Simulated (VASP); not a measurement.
# HfOs (Pm-3m) in VASP: notebook, part 2 of 3

VASP 6.6.1.

**3. Single point, LDA**

The input, INCAR:

```
SYSTEM = HfOs
PREC     = Accurate       ! precision mode
ENCUT    = 520            ! plane-wave cutoff, eV
EDIFF    = 1E-7           ! SCF threshold, eV
ISMEAR   = 1              ! smearing method
SIGMA    = 0.1            ! smearing width, eV
LREAL    = .FALSE.        ! projectors in reciprocal space
LASPH    = .TRUE.         ! aspherical terms in the spheres
NELM     = 60             ! most SCF steps
ALGO     = Normal         ! electronic algorithm
ISIF     = 2              ! what is computed and relaxed
LWAVE    = .FALSE.        ! write WAVECAR
LCHARG   = .TRUE.         ! write CHGCAR
GGA      = CA             ! functional
LELF     = .TRUE.         ! ELF
LVHAR    = .TRUE.       
NBANDS   = 16             ! bands
```

The input, KPOINTS:

```
regular mesh
0
G
  3 3 3
  0 0 0
```

The input, POSCAR:

```
HfOs
1.0
    3.2390000000      0.0000000000      0.0000000000
    0.0000000000      3.2390000000      0.0000000000
    0.0000000000      0.0000000000      3.2390000000
Hf Os
1 1
Direct
    0.0000000000      0.0000000000      0.0000000000
    0.5000000000      0.5000000000      0.5000000000
```

Potentials or basis: VASP PAW LDA potentials, release 64 (Hf_pv, Os).

Launch:

```sh
cat potpaw_LDA.64/Hf_pv/POTCAR potpaw_LDA.64/Os/POTCAR > POTCAR
mpirun -np 1 vasp_std > vasp.out
```

OUTCAR:

```text
SYSTEM = HfOs
   PREC = Accurate
   ENCUT = 520
   EDIFF = 1E-7
   ISMEAR = 1
   LREAL = .FALSE.
   LASPH = .TRUE.
   NELM = 60
   ISIF = 2
   GGA = CA

 ion  position               nearest neighbor table
   1  0.000  0.000  0.000-   2 2.81   2 2.81   2 2.81   2 2.81   2 2.81   2 2.81   2 2.81   2 2.81

   2  0.500  0.500  0.500-   1 2.81   1 2.81   1 2.81   1 2.81   1 2.81   1 2.81   1 2.81   1 2.81

  LATTYP: Found a simple cubic cell.
 ALAT       =     3.2390000000

  Lattice vectors:

 A1 = (   3.2390000000,   0.0000000000,   0.0000000000)
 A2 = (   0.0000000000,   3.2390000000,   0.0000000000)
 A3 = (   0.0000000000,   0.0000000000,   3.2390000000)

Analysis of symmetry for initial positions (statically):
=====================================================================
 Subroutine PRICEL returns:
 Original cell was already a primitive cell.

 Routine SETGRP: Setting up the symmetry group for a
 simple cubic supercell.

 Subroutine GETGRP returns: Found 48 space group operations
 (whereof 48 operations were pure point group operations)
 out of a pool of 48 trial point group operations.

The static configuration has the point symmetry O_h .

Analysis of symmetry for dynamics (positions and initial velocities):
=====================================================================
 Subroutine PRICEL returns:
 Original cell was already a primitive cell.

 Routine SETGRP: Setting up the symmetry group for a
 simple cubic supercell.

 Subroutine GETGRP returns: Found 48 space group operations
 (whereof 48 operations were pure point group operations)
 out of a pool of 48 trial point group operations.

The dynamic configuration has the point symmetry O_h .

 Subroutine INISYM returns: Found 48 space group operations
 (whereof 48 operations are pure point group operations),
 and found     1 'primitive' translations

----------------------------------------------------------------------------------------

                                     Primitive cell

  volume of cell :      33.9807

  direct lattice vectors                    reciprocal lattice vectors
     3.239000000  0.000000000  0.000000000     0.308737265  0.000000000  0.000000000
     0.000000000  3.239000000  0.000000000     0.000000000  0.308737265  0.000000000
     0.000000000  0.000000000  3.239000000     0.000000000  0.000000000  0.308737265

  length of vectors
     3.239000000  3.239000000  3.239000000     0.308737265  0.308737265  0.308737265

  position of ions in fractional coordinates (direct lattice)
     0.000000000  0.000000000  0.000000000
     0.500000000  0.500000000  0.500000000

  ion indices of the primitive-cell ions
   primitive index   ion index
                 1           1
                 2           2

----------------------------------------------------------------------------------------

 KPOINTS: regular mesh

Automatic generation of k-mesh.
 Grid dimensions read from file:
 generate k-points for:    3    3    3

 Generating k-lattice:

  Cartesian coordinates                     Fractional coordinates (reciprocal lattice)
     0.102912422  0.000000000  0.000000000     0.333333333  0.000000000  0.000000000
     0.000000000  0.102912422  0.000000000     0.000000000  0.333333333  0.000000000
     0.000000000  0.000000000  0.102912422     0.000000000  0.000000000  0.333333333

  Length of vectors
     0.102912422  0.102912422  0.102912422

  Shift w.r.t. Gamma in fractional coordinates (k-lattice)
     0.000000000  0.000000000  0.000000000

 Subroutine IBZKPT returns following result:
 ===========================================

 Found      4 irreducible k-points:

 Following reciprocal coordinates:
            Coordinates               Weight
  0.000000  0.000000  0.000000      1.000000
  0.333333  0.000000  0.000000      6.000000
  0.333333  0.333333  0.000000     12.000000
  0.333333  0.333333  0.333333      8.000000
   k-points           NKPTS =      4   k-points in BZ     NKDIM =      4   number of bands    NBANDS=     16
   number of dos      NEDOS =    301   number of ions     NIONS =      2
   total plane-waves  NPLWV =  13824
   dimension x,y,z NGX =    24 NGY =   24 NGZ =   24
   dimension x,y,z NGXF=    48 NGYF=   48 NGZF=   48
   ions per type =               1   1
   NGX,Y,Z   is equivalent  to a cutoff of  12.32, 12.32, 12.32 a.u.
   NGXF,Y,Z  is equivalent  to a cutoff of  24.64, 24.64, 24.64 a.u.
 SYSTEM =  HfOs
   PREC   = accura    normal or accurate (medium, high low for compatibility)
   ISTART =      0    job   : 0-new  1-cont  2-samecut
   ICHARG =      2    charge: 1-file 2-atom 10-const
   ISPIN  =      1    spin polarized calculation?
   LNONCOLLINEAR =      F non collinear calculations
   LSORBIT =      F    spin-orbit coupling
   LASPH  =      T    aspherical Exc in radial PAW
   ENCUT  =  520.0 eV  38.22 Ry    6.18 a.u.   6.02  6.02  6.02*2*pi/ulx,y,z
   NELM   =     60;   NELMIN=  2; NELMDL= -5     # of ELM steps
   EDIFF  = 0.1E-06   stopping-criterion for ELM
   LREAL  =      F    real-space projection
   EDIFFG = 0.1E-05   stopping-criterion for IOM
   NSW    =      0    number of steps for IOM
   IBRION =     -1    ionic relax: 0-MD 1-quasi-New 2-CG
   NFREE  =      0    steps in history (QN), initial steepest desc. (CG)
   ISIF   =      2    stress and relaxation
   ISYM   =      2    0-nonsym 1-usesym 2-fastsym
   POTIM  = 0.5000    time-step for ionic-motion
   TEBEG  =    0.0;   TEEND  =   0.0 temperature during run
   PSTRESS=    0.0 pullay stress
   NELECT =      18.0000    total number of electrons
   NUPDOWN=      -1.0000    fix difference up-down
   EMIN   =  10.00;   EMAX   =-10.00  energy-range for DOS
   EFERMI =   0.00;   METHOD = LEGACY
   ISMEAR =     1;   SIGMA  =   0.10  broadening in eV -4-tet -1-fermi 0-gaus
   EFERMI_NEDOS =   21; number of points for ismear=-14 and -15
   IALGO  =     38    algorithm
   IMIX   =      4    mixing-type and parameters
     AMIX     =   0.40;   BMIX     =  1.00
     AMIX_MAG =   1.60;   BMIX_MAG =  1.00
  volume/ion in A,a.u.               =      16.99       114.66
  Fermi-wavevector in a.u.,A,eV,Ry     =   1.324610  2.503150 23.872671  1.754592
  Thomas-Fermi vector in A             =   2.454132
   LORBIT       =      0    0 simple, 1 ext, 2 COOP (PROOUT), +10 PAW based schemes
   GGA     = CA    functional components
   LHFCALC =     F    Hartree Fock is set to
   AEXX    =    0.0000 exact exchange contribution
   IVDW    =     0    specifies the selected vdW correction
   LEPSILON=     F    determine dielectric tensor
   LRPA    =     F    only Hartree local field effects (RPA)
 non-spin polarized calculation
 Methfessel and Paxton  Order N= 1 SIGMA  =   0.10
  energy-cutoff  :      520.00
  volume of cell :       33.98
 maximum number of plane-waves:       931
   NGX = 13   NGY = 13   NGZ = 13

 number of electron      18.0000002 magnetization

 Free energy of the ion-electron system (eV)
  ---------------------------------------------------
  ext. energy  EPLUGINS =         0.00000000
  ---------------------------------------------------
  free energy    TOTEN  =       -24.96558577 eV

  energy without entropy =      -24.96687420  energy(sigma->0) =      -24.96601525

 E-fermi :   6.3299     XC(G=0): -12.9224

 val. band max:        6.2456930410   @ k =   0.3333   0.0000   0.0000
 cond. band min:       7.0049666022   @ k =   0.3333   0.0000   0.0000
 fundamental gap:      0.7592735612
 Fermi energy:         6.3298812627

 k-point     1 :       0.0000    0.0000    0.0000
  band No.  band energies     occupation
      1     -23.3864      2.00000
      2     -23.3864      2.00000
      3     -23.3864      2.00000
      4      -1.9173      2.00000
      5       1.7665      2.00000
      6       1.7666      2.00000
[... 8 lines left out ...]
     15      15.1803      0.00000
     16      15.1803      0.00000

 k-point     2 :       0.3333    0.0000    0.0000
  band No.  band energies     occupation
      1     -23.6944      2.00000
      2     -23.3742      2.00000
      3     -23.3742      2.00000
      4       0.3684      2.00000
      5       2.8825      2.00000
      6       2.9709      2.00000
[... 8 lines left out ...]
     15      12.3336      0.00000
     16      18.8718      0.00000

 k-point     3 :       0.3333    0.3333    0.0000
  band No.  band energies     occupation
      1     -23.6561      2.00000
      2     -23.6315      2.00000
      3     -23.3479      2.00000
      4       1.1691      2.00000
      5       2.2646      2.00000
      6       4.1515      2.00000
[... 8 lines left out ...]
     15      13.5697      0.00000
     16      17.4127      0.00000

 k-point     4 :       0.3333    0.3333    0.3333
  band No.  band energies     occupation
      1     -23.6232      2.00000
      2     -23.6232      2.00000
      3     -23.6201      2.00000
      4       3.0526      2.00000
      5       3.2765      2.00000
      6       3.9319      2.00000
[... 8 lines left out ...]
     15      15.4237      0.00000
     16      18.4700      0.00000

------------------------ aborting loop because EDIFF is reached ----------------------------------------

  FORCE on cell =-STRESS in cart. coord.  units (eV):
  Direction    XX          YY          ZZ          XY          YZ          ZX
  --------------------------------------------------------------------------------------
  -------------------------------------------------------------------------------------
  Total       -1.8180112     -1.8180112     -1.8180112      0.0000000      0.0000000      0.0000000
  in kB      -85.7184473    -85.7184473    -85.7184473      0.0000000      0.0000000      0.0000000
  external PRESSURE =     -85.7184473 kB  Pullay stress =       0.0000000 kB

 VOLUME and BASIS-vectors are now :
 -----------------------------------------------------------------------------
  energy-cutoff  :      520.00
  volume of cell :       33.98
      direct lattice vectors                 reciprocal lattice vectors
     3.239000000  0.000000000  0.000000000     0.308737265  0.000000000  0.000000000
     0.000000000  3.239000000  0.000000000     0.000000000  0.308737265  0.000000000
     0.000000000  0.000000000  3.239000000     0.000000000  0.000000000  0.308737265

 POSITION                                       TOTAL-FORCE (eV/Angst)
 -----------------------------------------------------------------------------------
      0.00000      0.00000      0.00000         0.000000      0.000000      0.000000
      1.61950      1.61950      1.61950         0.000000      0.000000      0.000000
 -----------------------------------------------------------------------------------
    total drift:                                0.000000      0.000000     -0.000000

  FREE ENERGIE OF THE ION-ELECTRON SYSTEM (eV)
  ---------------------------------------------------
  free  energy   TOTEN  =       -24.9655857741 eV

  energy  without entropy=      -24.9668741975  energy(sigma->0) =      -24.96601525
```

It took 1.8 s on 1 thread of Intel Xeon 6975P-C (Granite Rapids), shared host; peak memory 0.12 GiB.

What came out:

| Item | Value |
| --- | --- |
| Free energy | -24.9656 eV |
| Pressure | -8.6 GPa |
| Band gap on the k mesh | 0.76 eV, direct |

Levels at points of the mesh, in eV from the valence-band top:
| k point | band 5 | band 6 | band 7 | band 8 | band 9 | band 10 | band 11 | band 12 | band 13 | band 14 |
| --- | --- | --- | --- | --- | --- | --- | --- | --- | --- | --- |
| (0.00, 0.00, 0.00) | -4.48 | -4.48 | -0.68 | -0.68 | -0.68 | 3.21 | 3.21 | 6.70 | 6.70 | 6.70 |

Caveat: the k points lie up to 0.65 Å⁻¹ apart; spin-orbit coupling is left out, which moves the levels of the heavy elements. A k mesh can miss the band edges.

**4. Single point, LDA**

The input, INCAR:

```
SYSTEM = HfOs
ALGO = Normal ; EDIFF = 1E-6
ENCUT = 520 ; ISIF = 2
ISMEAR = 1 ; LASPH = .True.
LCHARG = .True. ; LELF = .True.
LREAL = .False. ; LVHAR = .True.
LWAVE = .False. ; NBANDS = 16
NELM = 100 ; PREC = Accurate
SIGMA = 0.1
```

The input, KPOINTS:

```
k-points
0
Gamma
  4 4 4
  0 0 0
```

POSCAR is that of step 3.

Launch:

```sh
cat potpaw_LDA.64/Hf_pv/POTCAR potpaw_LDA.64/Os/POTCAR > POTCAR
mpirun -np 1 vasp_std > vasp.out
```

It took 2.8 s on 1 thread of Intel Xeon 6975P-C (Granite Rapids), shared host; peak memory 0.12 GiB.

The run converged. Its results:

| Property | Result |
| --- | --- |
| Free energy | -24.5672 eV |
| Pressure | -8.2 GPa |
| Band gap on the k mesh | zero (band 9 reaches 7.61 eV, above the bottom of band 10 at 6.29 eV) |

Levels at points of the mesh, in eV from the Fermi level:
```csv
k point,band 6,band 7,band 8,band 9,band 10,band 11,band 12,band 13
"(0.00, 0.00, 0.00)",-5.76,-2.03,-2.03,-2.03,2.03,2.03,5.63,5.63
"(0.50, 0.00, 0.00)",-4.06,-2.21,-2.21,-1.34,-1.14,0.56,0.95,0.95
"(0.50, 0.50, 0.00)",-3.79,-3.79,-0.01,0.19,0.57,0.57,2.84,5.66
"(0.50, 0.50, 0.50)",-3.59,-2.43,-2.43,-2.43,0.08,0.08,3.78,5.88
```

Caveat: the k points lie up to 0.48 Å⁻¹ apart; spin-orbit coupling is left out, which moves the levels of the heavy elements.

**5. Single point, LDA**

The input, INCAR:

```
  PREC = Accurate
  ENCUT = 520
  EDIFF = 1E-6
  ISMEAR = 1
  SIGMA = 0.1
  LREAL = False
  LASPH = True
  NELM = 80
  ALGO = Normal
  ISIF = 2
  LWAVE = False
  LCHARG = True
  LELF = True
  LVHAR = True
  NBANDS = 16
```

The input, KPOINTS:

```
regular mesh
0
Gamma
  6 6 6
```

POSCAR is that of step 4.

Launch:

```sh
cat potpaw_LDA.64/Hf_pv/POTCAR potpaw_LDA.64/Os/POTCAR > POTCAR
mpirun -np 1 vasp_std > vasp.out
```

Wall time 4.8 s (1 thread of Intel Xeon 6975P-C (Granite Rapids), shared host); peak memory 0.13 GiB.

Results (log left out):

```yaml
Free_energy: -24.6827 eV
Pressure: -8.5 GPa
Band_gap_on_the_k_mesh: zero (band 9 reaches 7.61 eV, above the bottom of band 10 at 6.28 eV)
```

Levels at points of the mesh, in eV from the Fermi level:
| k point | band 7 | band 8 | band 9 | band 10 | band 11 | band 12 |
| --- | --- | --- | --- | --- | --- | --- |
| (0.00, 0.00, 0.00) | -1.76 | -1.76 | -1.76 | 2.30 | 2.30 | 5.88 |
| (0.50, 0.00, 0.00) | -1.93 | -1.93 | -1.09 | -0.86 | 0.84 | 1.21 |
| (0.50, 0.50, 0.00) | -3.52 | 0.27 | 0.47 | 0.85 | 0.85 | 3.09 |
| (0.50, 0.50, 0.50) | -2.16 | -2.16 | -2.16 | 0.37 | 0.37 | 4.07 |

Caveat: spin-orbit coupling is left out, which moves the levels of the heavy elements.

(Part 2 of 3 ends here.)
